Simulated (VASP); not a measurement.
# HfB2 (P6/mmm) in VASP: a series of runs

Runs on HfB2. Level: PBE. Tasks: single point.

Program: VASP 6.6.1. These are calculated values, not measurements. Logs are shortened: lines on timing, memory, paths and dates and some standing lists are left out, and cuts for length are marked.

## 1. The cell of the first run

The structure is hexagonal, space group P6/mmm (No. 191). Conventional cell: a = 3.009 Å, b = 3.009 Å, c = 3.335 Å, α = 90.00°, β = 90.00°, γ = 120.00°. Hf (site symmetry 6/mmm) has 12 B at 2.41 Å and 6 Hf at 3.01 Å within 3.2 Å. B (site symmetry -6m2) has 3 B at 1.74 Å within 2.3 Å.

## 2. Single point, PBE

INCAR reads:

```
SYSTEM = HfB2
  ALGO = Normal
  EDIFF = 1E-7
  ENCUT = 520
  GGA = PE
  ISIF = 2
  ISMEAR = -1
  LASPH = .TRUE.
  LCHARG = .FALSE.
  LREAL = .FALSE.
  LWAVE = .FALSE.
  NBANDS = 15
  NELM = 100
  PREC = Accurate
  SIGMA = 0.05
```

KPOINTS reads:

```
k-points
0
G
  11 11 8
  0 0 0
```

POSCAR reads:

```
HfB2
1.0
    3.0090116702      0.0000000000      0.0000000000
   -1.5045058351      2.6058807691      0.0000000000
    0.0000000000      0.0000000000      3.3348282205
Hf B
1 2
Direct
    0.0000000000      0.0000000000      0.0000000000
    0.3333333333      0.6666666667      0.5000000000
    0.6666666667      0.3333333333      0.5000000000
```

Potentials or basis: VASP PAW PBE potentials, release 64 (Hf_pv, B).

The run is started by

```bash
> cat potpaw_PBE.64/Hf_pv/POTCAR potpaw_PBE.64/B/POTCAR > POTCAR
> mpirun -np 1 vasp_std > vasp.out
```

OUTCAR:

```text
SYSTEM = HfB2
   EDIFF = 1E-7
   ENCUT = 520
   GGA = PE
   ISIF = 2
   ISMEAR = -1
   LASPH = .TRUE.
   LREAL = .FALSE.
   NELM = 100
   PREC = Accurate

 ion  position               nearest neighbor table
   1  0.000  0.000  0.000-   2 2.41   3 2.41   2 2.41   3 2.41   3 2.41   3 2.41   2 2.41   2 2.41
                             3 2.41   3 2.41   2 2.41   2 2.41
   2  0.333  0.667  0.500-   3 1.74   3 1.74   3 1.74   1 2.41   1 2.41   1 2.41   1 2.41   1 2.41
                             1 2.41
   3  0.667  0.333  0.500-   2 1.74   2 1.74   2 1.74   1 2.41   1 2.41   1 2.41   1 2.41   1 2.41
                             1 2.41

  LATTYP: Found a hexagonal cell.
 ALAT       =     3.0090116702
 C/A-ratio  =     1.1082802548

  Lattice vectors:

 A1 = (   3.0090116702,   0.0000000000,   0.0000000000)
 A2 = (  -1.5045058351,   2.6058807691,   0.0000000000)
 A3 = (   0.0000000000,   0.0000000000,   3.3348282205)

Analysis of symmetry for initial positions (statically):
=====================================================================
 Subroutine PRICEL returns:
 Original cell was already a primitive cell.

 Routine SETGRP: Setting up the symmetry group for a
 hexagonal supercell.

 Subroutine GETGRP returns: Found 24 space group operations
 (whereof 24 operations were pure point group operations)
 out of a pool of 24 trial point group operations.

The static configuration has the point symmetry D_6h.

Analysis of symmetry for dynamics (positions and initial velocities):
=====================================================================
 Subroutine PRICEL returns:
 Original cell was already a primitive cell.

 Routine SETGRP: Setting up the symmetry group for a
 hexagonal supercell.

 Subroutine GETGRP returns: Found 24 space group operations
 (whereof 24 operations were pure point group operations)
 out of a pool of 24 trial point group operations.

The dynamic configuration has the point symmetry D_6h.

 Subroutine INISYM returns: Found 24 space group operations
 (whereof 24 operations are pure point group operations),
 and found     1 'primitive' translations

----------------------------------------------------------------------------------------

                                     Primitive cell

  volume of cell :      26.1488

  direct lattice vectors                    reciprocal lattice vectors
     3.009011670  0.000000000  0.000000000     0.332335035  0.191873706  0.000000000
    -1.504505835  2.605880769  0.000000000     0.000000000  0.383747412  0.000000000
     0.000000000  0.000000000  3.334828220     0.000000000  0.000000000  0.299865520

  length of vectors
     3.009011670  3.009011863  3.334828220     0.383747436  0.383747412  0.299865520

  position of ions in fractional coordinates (direct lattice)
     0.000000000  0.000000000  0.000000000
     0.333333333  0.666666667  0.500000000
     0.666666667  0.333333333  0.500000000

  ion indices of the primitive-cell ions
   primitive index   ion index
                 1           1
                 2           2
                 3           3

----------------------------------------------------------------------------------------

 KPOINTS: k-points

Automatic generation of k-mesh.
 Grid dimensions read from file:
 generate k-points for:   11   11    8

 Generating k-lattice:

  Cartesian coordinates                     Fractional coordinates (reciprocal lattice)
     0.030212276  0.017443064  0.000000000     0.090909091  0.000000000  0.000000000
     0.000000000  0.034886128  0.000000000     0.000000000  0.090909091  0.000000000
     0.000000000  0.000000000  0.037483190     0.000000000  0.000000000  0.125000000

  Length of vectors
     0.034886131  0.034886128  0.037483190

  Shift w.r.t. Gamma in fractional coordinates (k-lattice)
     0.000000000  0.000000000  0.000000000

 Subroutine IBZKPT returns following result:
 ===========================================

 Found     80 irreducible k-points:

 Following reciprocal coordinates:
            Coordinates               Weight
  0.000000  0.000000  0.000000      1.000000
  0.090909  0.000000  0.000000      6.000000
  0.181818 -0.000000  0.000000      6.000000
  0.272727  0.000000  0.000000      6.000000
  0.363636  0.000000  0.000000      6.000000
  0.454545  0.000000  0.000000      6.000000
[... 16 lines left out ...]
  0.090909  0.090909  0.125000     12.000000
  0.181818  0.090909  0.125000     24.000000
 [... further k-points ...]
   k-points           NKPTS =     80   k-points in BZ     NKDIM =     80   number of bands    NBANDS=     15
   number of dos      NEDOS =    301   number of ions     NIONS =      3
   total plane-waves  NPLWV =  16128
   dimension x,y,z NGX =    24 NGY =   24 NGZ =   28
   dimension x,y,z NGXF=    48 NGYF=   48 NGZF=   56
   ions per type =               1   2
   NGX,Y,Z   is equivalent  to a cutoff of  13.26, 13.26, 13.96 a.u.
   NGXF,Y,Z  is equivalent  to a cutoff of  26.52, 26.52, 27.92 a.u.
 SYSTEM =  HfB2
   PREC   = accura    normal or accurate (medium, high low for compatibility)
   ISTART =      0    job   : 0-new  1-cont  2-samecut
   ICHARG =      2    charge: 1-file 2-atom 10-const
   ISPIN  =      1    spin polarized calculation?
   LNONCOLLINEAR =      F non collinear calculations
   LSORBIT =      F    spin-orbit coupling
   LASPH  =      T    aspherical Exc in radial PAW
   ENCUT  =  520.0 eV  38.22 Ry    6.18 a.u.   5.59  5.59  6.20*2*pi/ulx,y,z
   NELM   =    100;   NELMIN=  2; NELMDL= -5     # of ELM steps
   EDIFF  = 0.1E-06   stopping-criterion for ELM
   LREAL  =      F    real-space projection
   EDIFFG = 0.1E-05   stopping-criterion for IOM
   NSW    =      0    number of steps for IOM
   IBRION =     -1    ionic relax: 0-MD 1-quasi-New 2-CG
   NFREE  =      0    steps in history (QN), initial steepest desc. (CG)
   ISIF   =      2    stress and relaxation
   ISYM   =      2    0-nonsym 1-usesym 2-fastsym
   POTIM  = 0.5000    time-step for ionic-motion
   TEBEG  =    0.0;   TEEND  =   0.0 temperature during run
   PSTRESS=    0.0 pullay stress
   NELECT =      16.0000    total number of electrons
   NUPDOWN=      -1.0000    fix difference up-down
   EMIN   =  10.00;   EMAX   =-10.00  energy-range for DOS
   EFERMI =   0.00;   METHOD = LEGACY
   ISMEAR =    -1;   SIGMA  =   0.05  broadening in eV -4-tet -1-fermi 0-gaus
   EFERMI_NEDOS =   21; number of points for ismear=-14 and -15
   IALGO  =     38    algorithm
   IMIX   =      4    mixing-type and parameters
     AMIX     =   0.40;   BMIX     =  1.00
     AMIX_MAG =   1.60;   BMIX_MAG =  1.00
  volume/ion in A,a.u.               =       8.72        58.82
  Fermi-wavevector in a.u.,A,eV,Ry     =   1.389838  2.626413 26.281691  1.931650
  Thomas-Fermi vector in A             =   2.513831
   LORBIT       =      0    0 simple, 1 ext, 2 COOP (PROOUT), +10 PAW based schemes
   GGA     = PE    functional components
   LHFCALC =     F    Hartree Fock is set to
   AEXX    =    0.0000 exact exchange contribution
   IVDW    =     0    specifies the selected vdW correction
   LEPSILON=     F    determine dielectric tensor
   LRPA    =     F    only Hartree local field effects (RPA)
 non-spin polarized calculation
  energy-cutoff  :      520.00
  volume of cell :       26.15
 maximum number of plane-waves:       733
 NGX is ok and might be reduce to    24
   NGX = 11   NGY = 11   NGZ = 13

 number of electron      16.0000000 magnetization

 Free energy of the ion-electron system (eV)
  ---------------------------------------------------
  ext. energy  EPLUGINS =         0.00000000
  ---------------------------------------------------
  free energy    TOTEN  =       -25.95868206 eV

  energy without entropy =      -25.95760668  energy(sigma->0) =      -25.95814437

 E-fermi :   8.5489     XC(G=0): -13.2096

 val. band max:        8.4232504834   @ k =   0.0909   0.0000   0.2500
 cond. band min:       8.6747614628   @ k =   0.2727   0.1818   0.0000
 fundamental gap:      0.2515109794
 Fermi energy:         8.5488973519

 k-point     1 :       0.0000    0.0000    0.0000
  band No.  band energies     occupation
      1     -21.5426      2.00000
      2     -20.8478      2.00000
      3     -20.8478      2.00000
      4      -5.7629      2.00000
      5       5.3633      2.00000
      6       5.5343      2.00000
      7       5.5343      2.00000
      8       6.0139      2.00000
      9      13.4126      0.00000
     10      13.4126      0.00000
     11      14.0965      0.00000
     12      14.0965      0.00000
     13      14.2873      0.00000
     14      14.2873      0.00000
     15      14.6561      0.00000

 k-point     2 :       0.0909    0.0000    0.0000
  band No.  band energies     occupation
      1     -21.5255      2.00000
      2     -20.9506      2.00000
      3     -20.8698      2.00000
      4      -5.5578      2.00000
      5       5.0348      2.00000
      6       5.5458      2.00000
      7       5.5689      2.00000
      8       5.7998      2.00000
      9      12.6418      0.00000
     10      13.1927      0.00000
     11      13.2588      0.00000
     12      13.6683      0.00000
     13      15.0562      0.00000
     14      15.7409      0.00000
     15      15.7643      0.00000

 k-point     3 :       0.1818   -0.0000    0.0000
  band No.  band energies     occupation
      1     -21.4794      2.00000
      2     -21.2173      2.00000
      3     -20.9284      2.00000
      4      -4.9793      2.00000
      5       3.8778      2.00000
      6       5.3033      2.00000
      7       5.5286      2.00000
      8       6.0200      2.00000
      9      11.3995      0.00000
     10      12.8784      0.00000
     11      12.9152      0.00000
     12      13.6448      0.00000
     13      15.7476      0.00000
     14      16.6398      0.00000
     15      17.4891      0.00000
[... 343 lines left out ...]
 k-point    23 :       0.0909    0.0909    0.1250
  band No.  band energies     occupation
      1     -21.5628      2.00000
      2     -21.1215      2.00000
      3     -20.9110      2.00000
      4      -4.8887      2.00000
      5       4.2265      2.00000
      6       4.3776      2.00000
      7       5.4146      2.00000
      8       7.1031      2.00000
      9      10.4081      0.00000
     10      12.1346      0.00000
     11      13.6963      0.00000
     12      14.7781      0.00000
     13      15.6607      0.00000
     14      15.9974      0.00000
     15      16.9544      0.00000

 k-point    24 :       0.1818    0.0909    0.1250
  band No.  band energies     occupation
      1     -21.5081      2.00000
      2     -21.4009      2.00000
      3     -20.9933      2.00000
      4      -4.2029      2.00000
      5       3.1108      2.00000
      6       4.2476      2.00000
      7       5.0553      2.00000
      8       7.1855      2.00000
      9       9.6488      0.00000
     10      12.7102      0.00000
     11      13.5672      0.00000
     12      14.6120      0.00000
     13      16.0094      0.00000
     14      16.8411      0.00000
     15      18.7428      0.00000

 [... further k-points ...]
[... 5 lines left out ...]
  --------------------------------------------------------------------------------------
  -------------------------------------------------------------------------------------
  Total        7.2194703      7.2194716      6.6720908      0.0000000     -0.0000000      0.0000000
  in kB      442.3479692    442.3480447    408.8091894      0.0000000     -0.0000000      0.0000000
  external PRESSURE =     431.1684011 kB  Pullay stress =       0.0000000 kB

 VOLUME and BASIS-vectors are now :
 -----------------------------------------------------------------------------
  energy-cutoff  :      520.00
  volume of cell :       26.15
      direct lattice vectors                 reciprocal lattice vectors
     3.009011670  0.000000000  0.000000000     0.332335035  0.191873706  0.000000000
    -1.504505835  2.605880769  0.000000000     0.000000000  0.383747412  0.000000000
     0.000000000  0.000000000  3.334828220     0.000000000  0.000000000  0.299865520

 POSITION                                       TOTAL-FORCE (eV/Angst)
 -----------------------------------------------------------------------------------
      0.00000      0.00000      0.00000        -0.000000      0.000000      0.000000
     -0.00000      1.73725      1.66741         0.000000      0.000000      0.000000
      1.50451      0.86863      1.66741        -0.000000     -0.000000      0.000000
 -----------------------------------------------------------------------------------
    total drift:                               -0.000000      0.000000      0.000000

  FREE ENERGIE OF THE ION-ELECTRON SYSTEM (eV)
  ---------------------------------------------------
  free  energy   TOTEN  =       -25.9586820575 eV

  energy  without entropy=      -25.9576066798  energy(sigma->0) =      -25.95814437
```

Wall time 13 s (1 thread of Intel Xeon 6975P-C (Granite Rapids), shared host); peak memory 0.16 GiB.

What came out:

```
Free energy            : -25.9587 eV
Pressure               : 43.1 GPa
Band gap on the k mesh : zero (band 8 reaches 9.37 eV, above the bottom of band 9 at 8.11 eV)
```

Levels at points of the mesh, in eV from the Fermi level:
```tsv
k point	band 6	band 7	band 8	band 9	band 10	band 11
(0.00, 0.00, 0.00)	-3.01	-3.01	-2.53	4.86	4.86	5.55
(0.00, 0.00, 0.50)	-1.07	-1.07	0.51	0.51	1.27	1.27
```

Caveat: spin-orbit coupling is left out, which moves the levels of the heavy elements.

(Continued in part 2 of 2.)
